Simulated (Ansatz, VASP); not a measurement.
## InAs2 in VASP and in Ansatz

```xyz
3
Lattice="0.0000 3.3611 3.3611 3.3611 0.0000 3.3611 3.3611 3.3611 0.0000" Properties=species:S:1:pos:R:3 pbc="T T T"
In    0.0000    0.0000    0.0000
As    1.6806    1.6806    1.6806
As    5.0417    5.0417    5.0417
```

Alike in both runs: functional PBE; k mesh 4 × 4 × 4; occupations gaussian, width 0.1 eV; no spin polarisation.

Ansatz relaxed the structure, and its values are those at the end. VASP's run is a single point on that final structure, the one shown.

```csv
,VASP,Ansatz
version,VASP 6.6.1,Ansatz 0.2.0
potentials or method,"VASP PAW PBE potentials, release 64 (In_d, As), cutoff 520 eV","scalar-relativistic, plane waves, PAW"
valence electrons in the cell,23,43
```

|  | VASP | Ansatz | Ansatz less VASP |
| --- | --- | --- | --- |
| gap on the k mesh at the Fermi level (eV) | none | none | - |
| pressure (GPa) | -0.2 | -0.2 | -0.04 |

A gap of «none» marks a metal or a gap that the smearing closes. With one functional, cell and mesh, what is left measures potentials, basis and numerics. VASP's potentials hold 23 valence electrons a cell and Ansatz's 43, so a difference there can come from the potentials and not from the codes.

The k mesh is coarse, so the values compare programs but aren't converged.
